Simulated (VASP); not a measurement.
# CaO (P1) in VASP: a series of runs

Runs on CaO. Level: PBE. Tasks: single point.

Everything below comes from runs of VASP 6.6.1. Logs are shortened: lines on timing, memory, paths and dates and some standing lists are left out, and cuts for length are marked.

### 1 The cell of the first run

The typed cell holds 16 atoms: a = 6.535 Å, b = 6.535 Å, c = 6.535 Å, α = 60.00°, β = 60.00°, γ = 60.00°.

### 2 Single point, PBE

Input file INCAR:

```
SYSTEM = CaO
ALGO = Normal
EDIFF = 1E-6
ENCUT = 520
GGA = PE
GGA_COMPAT = .False.
ISIF = 2
ISMEAR = -1
ISYM = -1
LASPH = .True.
LCHARG = .False.
LREAL = Auto
LWAVE = .False.
NBANDS = 78
NELM = 120
PREC = Accurate
SIGMA = 0.1551
```

Input file KPOINTS:

```
explicit points
4
Reciprocal
  0.25000000   0.25000000   0.25000000 2
  0.25000000   0.25000000   0.75000000 2
  0.25000000   0.75000000   0.25000000 2
  0.25000000   0.75000000   0.75000000 2
```

Input file POSCAR:

```
CaO
1.0
   -4.6211370000      4.6211370000      0.0000000000
   -4.6211370000      0.0000000000      4.6211370000
    0.0000000000      4.6211370000      4.6211370000
Ca O
8 8
Direct
    0.0367198592     -0.0263537956      0.0053968320
    0.5166056535     -0.0338504355     -0.0112945147
   -0.0232372466      0.4823110633      0.0168511559
    0.0032417347     -0.0195041826      0.4881234856
    0.5063418375      0.5198376503     -0.0450629358
    0.4801461199     -0.0180607067      0.5063916088
    0.0041039684      0.4699761119      0.4849105318
    0.4735519635      0.5133986506      0.4854068382
    0.7776631595      0.7516230313      0.6752204057
    0.2448019827      0.7641927733      0.7257524501
    0.7967793424      0.1945414083      0.7418110521
    0.7562914711      0.7039456956      0.2611304318
    0.2608712964      0.2525512661      0.7576178763
    0.2482619537      0.7657651137      0.2124898050
    0.7830854182      0.2135212611      0.2314268112
    0.2960922821      0.2326050926      0.2375337498
```

Potentials or basis: VASP PAW PBE potentials, release 64 (Ca_sv, O).

Started as:

```bash
$ cat potpaw_PBE.64/Ca_sv/POTCAR potpaw_PBE.64/O/POTCAR > POTCAR
$ mpirun -np 1 vasp_std > vasp.out
```

OUTCAR:

```text
SYSTEM = CaO
   EDIFF = 1E-6
   ENCUT = 520
   GGA = PE
   ISIF = 2
   ISMEAR = -1
   ISYM = -1
   LASPH = .True.
   LREAL = Auto
   NELM = 120
   PREC = Accurate

 ion  position               nearest neighbor table
   1  0.037  0.974  0.005-  14 1.93  15 2.16  10 2.28  13 2.33  11 2.34  12 2.55   5 3.03   2 3.06
                             4 3.07   6 3.09
   2  0.517  0.966  0.989-  14 2.18  13 2.27  11 2.36  12 2.37  16 2.39   9 2.46   1 3.06   5 3.07
                             3 3.09   8 3.11
   3  0.977  0.482  0.017-  15 2.15  12 2.16  13 2.28  16 2.52   9 2.54  10 2.54   2 3.09   7 3.11
                             5 3.17
   4  0.003  0.980  0.488-   9 2.12  11 2.17  15 2.21  10 2.22  14 2.27  16 2.53   8 3.06   1 3.07

   5  0.506  0.520  0.955-  10 2.27  16 2.32  14 2.33   9 2.34  11 2.52  15 2.56   6 2.98   1 3.03
                             2 3.07   3 3.17   7 3.17
   6  0.480  0.982  0.506-  10 2.10  16 2.12   9 2.20  12 2.42  13 2.43  15 2.48   5 2.98   1 3.09
                             7 3.15   8 3.16
   7  0.004  0.470  0.485-  12 2.18   9 2.20  11 2.24  16 2.26  13 2.47  14 2.50   3 3.11   6 3.15
                             5 3.17
   8  0.474  0.513  0.485-  13 2.21  12 2.21  10 2.27  14 2.31   4 3.06   2 3.11   6 3.16
   9  0.778  0.752  0.675-   4 2.12   6 2.20   7 2.20   5 2.34   2 2.46   3 2.54
  10  0.245  0.764  0.726-   6 2.10   4 2.22   5 2.27   8 2.27   1 2.28   3 2.54
  11  0.797  0.195  0.742-   4 2.17   7 2.24   1 2.34   2 2.36   5 2.52
  12  0.756  0.704  0.261-   3 2.16   7 2.18   8 2.21   2 2.37   6 2.42   1 2.55
  13  0.261  0.253  0.758-   8 2.21   2 2.27   3 2.28   1 2.33   6 2.43   7 2.47
  14  0.248  0.766  0.212-   1 1.93   2 2.18   4 2.27   8 2.31   5 2.33   7 2.50
  15  0.783  0.214  0.231-   3 2.15   1 2.16   4 2.21   6 2.48   5 2.56
  16  0.296  0.233  0.238-   6 2.12   7 2.26   5 2.32   2 2.39   3 2.52   4 2.53

IMPORTANT INFORMATION: All symmetrisations will be switched off!
NOSYMM: (Re-)initialisation of all symmetry stuff for point group C_1.

----------------------------------------------------------------------------------------

                                     Primitive cell

  volume of cell :     197.3679

  direct lattice vectors                    reciprocal lattice vectors
    -4.621137000  4.621137000  0.000000000    -0.108198480  0.108198480 -0.108198480
    -4.621137000  0.000000000  4.621137000    -0.108198480 -0.108198480  0.108198480
     0.000000000  4.621137000  4.621137000     0.108198480  0.108198480  0.108198480

  length of vectors
     6.535274619  6.535274619  6.535274619     0.187405265  0.187405265  0.187405265

  position of ions in fractional coordinates (direct lattice)
     0.036719859  0.973646204  0.005396832
     0.516605654  0.966149565  0.988705485
     0.976762753  0.482311063  0.016851156
     0.003241735  0.980495817  0.488123486
     0.506341838  0.519837650  0.954937064
     0.480146120  0.981939293  0.506391609
[... 8 lines left out ...]
     0.783085418  0.213521261  0.231426811
     0.296092282  0.232605093  0.237533750

  ion indices of the primitive-cell ions
   primitive index   ion index
                 1           1
                 2           2
                 3           3
                 4           4
                 5           5
                 6           6
[... 8 lines left out ...]
                15          15
                16          16

----------------------------------------------------------------------------------------

 KPOINTS: explicit points

Read explicit list of k-points.

 Found      4 k-points:

 Following reciprocal coordinates:
            Coordinates               Weight
  0.250000  0.250000  0.250000      0.250000
  0.250000  0.250000  0.750000      0.250000
  0.250000  0.750000  0.250000      0.250000
  0.250000  0.750000  0.750000      0.250000
   k-points           NKPTS =      4   k-points in BZ     NKDIM =      4   number of bands    NBANDS=     78
   number of dos      NEDOS =    301   number of ions     NIONS =     16
   total plane-waves  NPLWV = 125000
   dimension x,y,z NGX =    50 NGY =   50 NGZ =   50
   dimension x,y,z NGXF=   100 NGYF=  100 NGZF=  100
   ions per type =               8   8
   NGX,Y,Z   is equivalent  to a cutoff of  12.72, 12.72, 12.72 a.u.
   NGXF,Y,Z  is equivalent  to a cutoff of  25.44, 25.44, 25.44 a.u.
 SYSTEM =  CaO
   PREC   = accura    normal or accurate (medium, high low for compatibility)
   ISTART =      0    job   : 0-new  1-cont  2-samecut
   ICHARG =      2    charge: 1-file 2-atom 10-const
   ISPIN  =      1    spin polarized calculation?
   LNONCOLLINEAR =      F non collinear calculations
   LSORBIT =      F    spin-orbit coupling
   LASPH  =      T    aspherical Exc in radial PAW
   ENCUT  =  520.0 eV  38.22 Ry    6.18 a.u.  12.15 12.15 12.15*2*pi/ulx,y,z
   NELM   =    120;   NELMIN=  2; NELMDL= -5     # of ELM steps
   EDIFF  = 0.1E-05   stopping-criterion for ELM
   LREAL  =      T    real-space projection
   EDIFFG = 0.1E-04   stopping-criterion for IOM
   NSW    =      0    number of steps for IOM
   IBRION =     -1    ionic relax: 0-MD 1-quasi-New 2-CG
   NFREE  =      0    steps in history (QN), initial steepest desc. (CG)
   ISIF   =      2    stress and relaxation
   ISYM   =     -1    0-nonsym 1-usesym 2-fastsym
   POTIM  = 0.5000    time-step for ionic-motion
   TEBEG  =    0.0;   TEEND  =   0.0 temperature during run
   PSTRESS=    0.0 pullay stress
   NELECT =     128.0000    total number of electrons
   NUPDOWN=      -1.0000    fix difference up-down
   EMIN   =  10.00;   EMAX   =-10.00  energy-range for DOS
   EFERMI =   0.00;   METHOD = LEGACY
   ISMEAR =    -1;   SIGMA  =   0.16  broadening in eV -4-tet -1-fermi 0-gaus
   EFERMI_NEDOS =   21; number of points for ismear=-14 and -15
   IALGO  =     38    algorithm
   IMIX   =      4    mixing-type and parameters
     AMIX     =   0.40;   BMIX     =  1.00
     AMIX_MAG =   1.60;   BMIX_MAG =  1.00
  volume/ion in A,a.u.               =      12.34        83.24
  Fermi-wavevector in a.u.,A,eV,Ry     =   1.417053  2.677841 27.321017  2.008038
  Thomas-Fermi vector in A             =   2.538323
   LORBIT       =      0    0 simple, 1 ext, 2 COOP (PROOUT), +10 PAW based schemes
   GGA     = PE    functional components
   LHFCALC =     F    Hartree Fock is set to
   AEXX    =    0.0000 exact exchange contribution
   IVDW    =     0    specifies the selected vdW correction
   LEPSILON=     F    determine dielectric tensor
   LRPA    =     F    only Hartree local field effects (RPA)
 non-spin polarized calculation
  energy-cutoff  :      520.00
  volume of cell :      197.37
 maximum number of plane-waves:      5320
 NGX is ok and might be reduce to    48
   NGX = 25   NGY = 25   NGZ = 25

 number of electron     128.0000003 magnetization

 Free energy of the ion-electron system (eV)
  ---------------------------------------------------
  ext. energy  EPLUGINS =         0.00000000
  ---------------------------------------------------
  free energy    TOTEN  =       -97.44509731 eV

  energy without entropy =      -97.44508482  energy(sigma->0) =      -97.44509107

 E-fermi :   5.1654     XC(G=0): -11.0407

 val. band max:        3.0351925097   @ k =   0.2500   0.2500   0.2500
 cond. band min:       7.1379594717   @ k =   0.2500   0.2500   0.2500
 fundamental gap:      4.1027669620
 Fermi energy:         5.1653896562

 k-point     1 :       0.2500    0.2500    0.2500
  band No.  band energies     occupation
      1     -34.7197      2.00000
      2     -34.3724      2.00000
      3     -34.2620      2.00000
      4     -34.1585      2.00000
      5     -33.8407      2.00000
      6     -33.6348      2.00000
[... 68 lines left out ...]
     75      10.4335      0.00000
     76      10.7304      0.00000

 k-point     2 :       0.2500    0.2500    0.7500
  band No.  band energies     occupation
      1     -34.7176      2.00000
      2     -34.3584      2.00000
      3     -34.2736      2.00000
      4     -34.1606      2.00000
      5     -33.8400      2.00000
      6     -33.6339      2.00000
[... 68 lines left out ...]
     75      10.5549      0.00000
     76      10.6548      0.00000

 k-point     3 :       0.2500    0.7500    0.2500
  band No.  band energies     occupation
      1     -34.7179      2.00000
      2     -34.3616      2.00000
      3     -34.2671      2.00000
      4     -34.1640      2.00000
      5     -33.8352      2.00000
      6     -33.6416      2.00000
[... 68 lines left out ...]
     75      10.4321      0.00000
     76      10.5962      0.00000

 k-point     4 :       0.2500    0.7500    0.7500
  band No.  band energies     occupation
      1     -34.7178      2.00000
      2     -34.3645      2.00000
      3     -34.2593      2.00000
      4     -34.1691      2.00000
      5     -33.8373      2.00000
      6     -33.6377      2.00000
[... 68 lines left out ...]
     75      10.4603      0.00000
     76      10.5990      0.00000
 [bands above 76 left out]

------------------------ aborting loop because EDIFF is reached ----------------------------------------

  FORCE on cell =-STRESS in cart. coord.  units (eV):
  Direction    XX          YY          ZZ          XY          YZ          ZX
  --------------------------------------------------------------------------------------
  -------------------------------------------------------------------------------------
  Total       28.9821649     35.5815459     28.1443830     -0.2829382      0.2020938      0.0025524
  in kB      235.2690928    288.8410181    228.4682141     -2.2968126      1.6405406      0.0207199
  external PRESSURE =     250.8594417 kB  Pullay stress =       0.0000000 kB

 VOLUME and BASIS-vectors are now :
 -----------------------------------------------------------------------------
  energy-cutoff  :      520.00
  volume of cell :      197.37
      direct lattice vectors                 reciprocal lattice vectors
    -4.621137000  4.621137000  0.000000000    -0.108198480  0.108198480 -0.108198480
    -4.621137000  0.000000000  4.621137000    -0.108198480 -0.108198480  0.108198480
     0.000000000  4.621137000  4.621137000     0.108198480  0.108198480  0.108198480

 POSITION                                       TOTAL-FORCE (eV/Angst)
 -----------------------------------------------------------------------------------
     -4.66904      0.19463      4.52429         1.182095     -5.356439      0.260287
     -6.85201      6.95625      9.03365        -2.666281      0.091786      1.163450
     -6.74258      4.59163      2.30670        -1.602110      0.281608     -1.505624
     -4.54599      2.27067      6.78669        -0.762321     -0.198616      0.615753
     -4.74212      6.75277      6.81514         1.778387      1.600488     -1.536199
     -6.75650      4.55893      6.87778        -3.023525     -0.006091     -0.393409
[... 8 lines left out ...]
     -4.60546      4.68820      2.05617         0.135110     -1.373136      1.743804
     -2.44318      2.46596      2.17258         0.170007     -1.968963     -0.293259
 -----------------------------------------------------------------------------------
    total drift:                                0.003638     -0.005580      0.004757

  FREE ENERGIE OF THE ION-ELECTRON SYSTEM (eV)
  ---------------------------------------------------
  free  energy   TOTEN  =       -97.4450973060 eV

  energy  without entropy=      -97.4450848244  energy(sigma->0) =      -97.44509107
```

Wall time 2.4 min (1 thread of Intel Xeon Platinum 8488C (Sapphire Rapids), shared host); peak memory 0.36 GiB.

Results:

```yaml
Free_energy: -97.4451 eV
Pressure: 25.1 GPa
Largest_force: 5.491 eV/Å
Band_gap_on_the_k_mesh: 4.10 eV
```

Forces on the atoms (eV/Å):
```
Ca   1.182 -5.356  0.260
Ca  -2.666  0.092  1.163
Ca  -1.602  0.282 -1.506
Ca  -0.762 -0.199  0.616
Ca   1.778  1.600 -1.536
Ca  -3.024 -0.006 -0.393
Ca  -0.194  0.885  0.100
Ca   0.832  1.252 -0.985
O    2.034  1.663  1.398
O    1.506  1.223 -0.707
O    0.020 -1.200  1.516
O   -0.415 -0.944  0.538
O    0.481 -0.342 -0.813
O    0.524  4.392 -1.103
O    0.135 -1.373  1.744
O    0.170 -1.969 -0.293
```

Levels at points of the mesh, in eV from the valence-band top:
```csv
k point,band 60,band 61,band 62,band 63,band 64,band 65,band 66,band 67,band 68,band 69
"(0.25, 0.25, 0.25)",-0.38,-0.31,-0.25,-0.08,0.00,4.10,4.23,4.33,5.96,6.25
```

Caveat: the stress differs along the axes, from 23 to 29 GPa; the atoms stand as in a frame of molecular dynamics; a shifted mesh leaves out Γ, where band edges can lie; forces of over 1 eV/Å act on the atoms, so gaps and moduli don't describe the material at rest.

### 3 Single point, PBE

Input file INCAR:

```
SYSTEM = CaO
PREC = Accurate
ENCUT = 520
EDIFF = 1E-6
ISMEAR = -1
SIGMA = 0.1551
LREAL = Auto
LASPH = .True.
NELM = 120
ALGO = Normal
ISIF = 2
LWAVE = .False.
LCHARG = .False.
GGA = PE
NBANDS = 78
GGA_COMPAT = .False.
ISYM = -1
```

KPOINTS is that of step 2.

Input file POSCAR:

```
CaO
1.0
   -4.7022130000      4.7022130000      0.0000000000
   -4.7022130000      0.0000000000      4.7022130000
    0.0000000000      4.7022130000      4.7022130000
Ca O
8 8
Direct
    0.0072343597     -0.0377935878     -0.0294898381
    0.4903954797     -0.0109899318     -0.0114816151
   -0.0091210245      0.4715598804     -0.0042877683
    0.0319115701     -0.0475386802      0.4557458371
    0.5253550828      0.4360533009      0.0040428836
    0.5342772648     -0.0234709699      0.4945166244
    0.0567574246      0.4665172547      0.4734297447
    0.5128085436      0.4609187206      0.5008250371
    0.7498443818      0.7221697528      0.7730068800
    0.2684084069      0.6947655285      0.7444463915
    0.8301556097      0.2096618124      0.6502545716
    0.7476173453      0.7371973579      0.2623254200
    0.2654563926      0.1339617112      0.8148498377
    0.2849924068      0.6865297255      0.2424109669
    0.7547425010      0.2284258497      0.2274794868
    0.2489462940      0.2345475418      0.2405332340
```

Potentials or basis: VASP PAW PBE potentials, release 64 (Ca_sv, O).

Started as:

```bash
$ cat potpaw_PBE.64/Ca_sv/POTCAR potpaw_PBE.64/O/POTCAR > POTCAR
$ mpirun -np 1 vasp_std > vasp.out
```

It took 2.2 min on 1 thread of Intel Xeon Platinum 8488C (Sapphire Rapids), shared host; peak memory 0.36 GiB.

The run converged. Its results:

```
Free energy            : -98.2971 eV
Pressure               : 15.7 GPa
Largest force          : 5.235 eV/Å
Band gap on the k mesh : 4.12 eV
```

Forces on the atoms (eV/Å):
```
Ca   1.035 -0.090 -0.752
Ca  -0.384  4.509 -0.534
Ca  -0.561  0.912  0.590
Ca  -0.347  0.670  1.132
Ca  -1.272 -2.141  0.167
Ca   2.072 -0.088 -0.638
Ca   2.834 -1.120  0.458
Ca  -1.530  0.603  0.052
O   -0.434 -0.576 -1.351
O    0.112 -0.177 -0.124
O    1.380  0.643  2.541
O    0.052  0.141 -0.771
O   -2.211 -4.723  0.458
O   -0.755 -0.149  0.094
O    0.369  0.987 -0.349
O   -0.360  0.600 -0.974
```

Stress tensor (GPa, compression positive):
```
15.81 -1.72  0.37
-1.72 17.29 -0.30
 0.37 -0.30 13.88
```

Levels at points of the mesh, in eV from the valence-band top:
```tsv
k point	band 60	band 61	band 62	band 63	band 64	band 65	band 66	band 67	band 68	band 69
(0.25, 0.25, 0.25)	-0.38	-0.34	-0.27	-0.08	0.00	4.12	4.26	4.38	5.35	6.01
```

Caveat: the cell stands under pressure; the atoms stand as in a frame of molecular dynamics; a shifted mesh leaves out Γ, where band edges can lie; forces of over 1 eV/Å act on the atoms, so gaps and moduli don't describe the material at rest. A k mesh can miss the band edges.

(Continued in part 2 of 2.)
